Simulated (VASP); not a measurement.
# BP (Fm-3m) in VASP: single point with r2SCAN

Aim: the single point of BP with r2SCAN.

All numbers are computed with VASP 6.6.1; they aren't measurements. Logs are shortened: lines on timing, memory, paths and dates and some standing lists are left out, and cuts for length are marked.

### 1 The cell of the first run

It takes space group Fm-3m (No. 225, cubic). The conventional cell has a = 4.665 Å, b = 4.665 Å, c = 4.665 Å, α = 90.00°, β = 90.00°, γ = 90.00°. Within 3.1 Å of P (site symmetry m-3m) lie 6 B at 2.33 Å. Within 3.1 Å of B (site symmetry m-3m) lie 6 P at 2.33 Å.

### 2 Single point, r2SCAN

Input file POSCAR:

```
BP
1.0
    0.0000000000      2.3327120000      2.3327120000
    2.3327120000      0.0000000000      2.3327120000
    2.3327120000      2.3327120000      0.0000000000
P B
1 1
Direct
    0.5000000000      0.5000000000      0.5000000000
    0.0000000000      0.0000000000      0.0000000000
```

Input file INCAR.step1:

```
  ALGO = Normal
  EDIFF = 1E-5
  ENCUT = 550
  GGA = PE
  GGA_COMPAT = F
  ISMEAR = -1
  LASPH = T
  LCHARG = F
  LREAL = F
  LWAVE = T
  NBANDS = 11
  NELM = 120
  PREC = Accurate
  SIGMA = 0.0865
```

Input file INCAR.step2:

```
  ALGO = Normal
  EDIFF = 1E-6
  ENCUT = 550
  GGA_COMPAT = F
  ISIF = 2
  ISMEAR = -1
  ISTART = 1
  LASPH = T
  LCHARG = F
  LMIXTAU = T
  LREAL = F
  LWAVE = F
  METAGGA = R2SCAN
  NBANDS = 11
  NELM = 120
  PREC = Accurate
  SIGMA = 0.0865
```

Input file KPOINTS:

```
k-points
0
Gamma
  12 12 12
```

Potentials or basis: VASP PAW PBE potentials, release 64 (P, B).

Command:

```bash
$ cat potpaw_PBE.64/P/POTCAR potpaw_PBE.64/B/POTCAR > POTCAR
$ cp INCAR.step1 INCAR
$ mpirun -np 1 vasp_std > vasp.out
$ cp INCAR.step2 INCAR
$ mpirun -np 1 vasp_std > vasp.out
```

OUTCAR:

```text
EDIFF = 1E-6
   ENCUT = 550
   ISIF = 2
   ISMEAR = -1
   ISTART = 1
   LASPH = T
   LREAL = F
   METAGGA = R2SCAN
   NELM = 120
   PREC = Accurate

 ion  position               nearest neighbor table
   1  0.500  0.500  0.500-   2 2.33   2 2.33   2 2.33   2 2.33   2 2.33   2 2.33
   2  0.000  0.000  0.000-   1 2.33   1 2.33   1 2.33   1 2.33   1 2.33   1 2.33

  LATTYP: Found a face centered cubic cell.
 ALAT       =     4.6654240000

  Lattice vectors:

 A1 = (   0.0000000000,   2.3327120000,   2.3327120000)
 A2 = (   2.3327120000,   0.0000000000,   2.3327120000)
 A3 = (   2.3327120000,   2.3327120000,   0.0000000000)

Analysis of symmetry for initial positions (statically):
=====================================================================
 Subroutine PRICEL returns:
 Original cell was already a primitive cell.

 Routine SETGRP: Setting up the symmetry group for a
 face centered cubic supercell.

 Subroutine GETGRP returns: Found 48 space group operations
 (whereof 48 operations were pure point group operations)
 out of a pool of 48 trial point group operations.

The static configuration has the point symmetry O_h .

Analysis of symmetry for dynamics (positions and initial velocities):
=====================================================================
 Subroutine PRICEL returns:
 Original cell was already a primitive cell.

 Routine SETGRP: Setting up the symmetry group for a
 face centered cubic supercell.

 Subroutine GETGRP returns: Found 48 space group operations
 (whereof 48 operations were pure point group operations)
 out of a pool of 48 trial point group operations.

The dynamic configuration has the point symmetry O_h .

 Subroutine INISYM returns: Found 48 space group operations
 (whereof 48 operations are pure point group operations),
 and found     1 'primitive' translations

----------------------------------------------------------------------------------------

                                     Primitive cell

  volume of cell :      25.3871

  direct lattice vectors                    reciprocal lattice vectors
     0.000000000  2.332712000  2.332712000    -0.214342791  0.214342791  0.214342791
     2.332712000  0.000000000  2.332712000     0.214342791 -0.214342791  0.214342791
     2.332712000  2.332712000  0.000000000     0.214342791  0.214342791 -0.214342791

  length of vectors
     3.298952948  3.298952948  3.298952948     0.371252604  0.371252604  0.371252604

  position of ions in fractional coordinates (direct lattice)
     0.500000000  0.500000000  0.500000000
     0.000000000  0.000000000  0.000000000

  ion indices of the primitive-cell ions
   primitive index   ion index
[... 85 lines left out ...]
   NELECT =       8.0000    total number of electrons
   NUPDOWN=      -1.0000    fix difference up-down
   EMIN   =  10.00;   EMAX   =-10.00  energy-range for DOS
   EFERMI =   0.00;   METHOD = LEGACY
   ISMEAR =    -1;   SIGMA  =   0.09  broadening in eV -4-tet -1-fermi 0-gaus
   EFERMI_NEDOS =   21; number of points for ismear=-14 and -15
   IALGO  =     38    algorithm
   IMIX   =      4    mixing-type and parameters
     AMIX     =   0.40;   BMIX     =  1.00
     AMIX_MAG =   1.60;   BMIX_MAG =  1.00
  volume/ion in A,a.u.               =      12.69        85.66
  Fermi-wavevector in a.u.,A,eV,Ry     =   1.114039  2.105228 16.885956  1.241083
  Thomas-Fermi vector in A             =   2.250630
   LORBIT       =      0    0 simple, 1 ext, 2 COOP (PROOUT), +10 PAW based schemes
   METAGGA = R2SCAN    functional components
   LHFCALC =     F    Hartree Fock is set to
   AEXX    =    0.0000 exact exchange contribution
   IVDW    =     0    specifies the selected vdW correction
   LEPSILON=     F    determine dielectric tensor
   LRPA    =     F    only Hartree local field effects (RPA)
 non-spin polarized calculation
  energy-cutoff  :      550.00
  volume of cell :       25.39
 maximum number of plane-waves:       757
 NGX is ok and might be reduce to    28
   NGX = 13   NGY = 13   NGZ = 13

 number of electron       8.0000000 magnetization

 Free energy of the ion-electron system (eV)
  ---------------------------------------------------
  ext. energy  EPLUGINS =         0.00000000
  ---------------------------------------------------
  free energy    TOTEN  =       -14.39679698 eV

  energy without entropy =      -14.37449281  energy(sigma->0) =      -14.38564490

 E-fermi :   6.7006     XC(G=0): -11.5804

 val. band max:        6.6898589526   @ k =   0.0000   0.0000   0.0000
 cond. band min:       6.7071129716   @ k =   0.2500   0.0000   0.0000
 fundamental gap:      0.0172540190
 Fermi energy:         6.7006321529

 k-point     1 :       0.0000    0.0000    0.0000
  band No.  band energies     occupation
      1      -8.6691      2.00000
      2       6.6898      1.06226
      3       6.6898      1.06226
      4       6.6899      1.06219
      5      10.1321      0.00000
      6      14.3191      0.00000
      7      14.3191      0.00000
      8      14.3191      0.00000
      9      15.3313      0.00000
     10      15.3313      0.00000
     11      15.3313      0.00000
[... 309 lines left out ...]
 k-point    24 :      -0.4167    0.1667    0.0000
  band No.  band energies     occupation
      1      -4.5797      2.00000
      2      -2.1759      2.00000
      3       3.7979      2.00000
      4       5.8298      1.99992
      5       7.9555      0.00000
      6      10.2449      0.00000
      7      13.4073      0.00000
      8      14.8895      0.00000
      9      19.3887      0.00000
     10      20.1083      0.00000
     11      21.1280      0.00000

 [... further k-points ...]

------------------------ aborting loop because EDIFF is reached ----------------------------------------

  FORCE on cell =-STRESS in cart. coord.  units (eV):
  Direction    XX          YY          ZZ          XY          YZ          ZX
  --------------------------------------------------------------------------------------
  -------------------------------------------------------------------------------------
  Total       -3.7566544     -3.7566544     -3.7566544      0.0000000      0.0000000     -0.0000000
  in kB     -237.0819332   -237.0819332   -237.0819332      0.0000000      0.0000000     -0.0000000
  external PRESSURE =    -237.0819332 kB  Pullay stress =       0.0000000 kB

 VOLUME and BASIS-vectors are now :
 -----------------------------------------------------------------------------
  energy-cutoff  :      550.00
  volume of cell :       25.39
      direct lattice vectors                 reciprocal lattice vectors
     0.000000000  2.332712000  2.332712000    -0.214342791  0.214342791  0.214342791
     2.332712000  0.000000000  2.332712000     0.214342791 -0.214342791  0.214342791
     2.332712000  2.332712000  0.000000000     0.214342791  0.214342791 -0.214342791

 POSITION                                       TOTAL-FORCE (eV/Angst)
 -----------------------------------------------------------------------------------
      2.33271      2.33271      2.33271        -0.000000     -0.000000     -0.000000
      0.00000      0.00000      0.00000         0.000000      0.000000      0.000000
 -----------------------------------------------------------------------------------
    total drift:                                0.000000      0.000000      0.000000

  FREE ENERGIE OF THE ION-ELECTRON SYSTEM (eV)
  ---------------------------------------------------
  free  energy   TOTEN  =       -14.3967969777 eV

  energy  without entropy=      -14.3744928126  energy(sigma->0) =      -14.38564490
```

OSZICAR.step1:

```text
N       E                     dE             d eps       ncg     rms          rms(c)
DAV:   1     0.975072642044E+01    0.97507E+01   -0.39685E+03  1584   0.680E+02
DAV:   2    -0.984894091167E+01   -0.19600E+02   -0.18936E+02  2112   0.101E+02
DAV:   3    -0.104066037371E+02   -0.55766E+00   -0.55338E+00  1953   0.147E+01
DAV:   4    -0.104089872843E+02   -0.23835E-02   -0.23817E-02  1842   0.111E+00
DAV:   5    -0.104089973542E+02   -0.10070E-04   -0.10070E-04  1927   0.718E-02    0.415E+00
DAV:   6    -0.103365932637E+02    0.72404E-01   -0.35616E-01  1709   0.207E+00    0.225E+00
DAV:   7    -0.103416787133E+02   -0.50854E-02   -0.20338E-02  1881   0.890E-01    0.944E-01
DAV:   8    -0.103437573128E+02   -0.20786E-02   -0.17288E-03  1680   0.292E-01    0.107E-01
DAV:   9    -0.103439005095E+02   -0.14320E-03   -0.23438E-04  1863   0.882E-02    0.637E-02
DAV:  10    -0.103439100862E+02   -0.95767E-05   -0.20520E-05  1707   0.324E-02
   1 F= -.10343910E+02 E0= -.10332126E+02  d E =-.235674E-01
```

Wall time 94 s (1 thread of AMD EPYC 9R14 (Zen 4), shared host); peak memory 0.14 GiB.

Results:

```
Free energy            : -14.3968 eV
Pressure               : -23.7 GPa
Band gap on the k mesh : zero (band 4 reaches 8.07 eV, above the bottom of band 5 at 3.21 eV)
```

Caveat: the PAW data sets were made with another functional, which shifts forces and pressure a little.
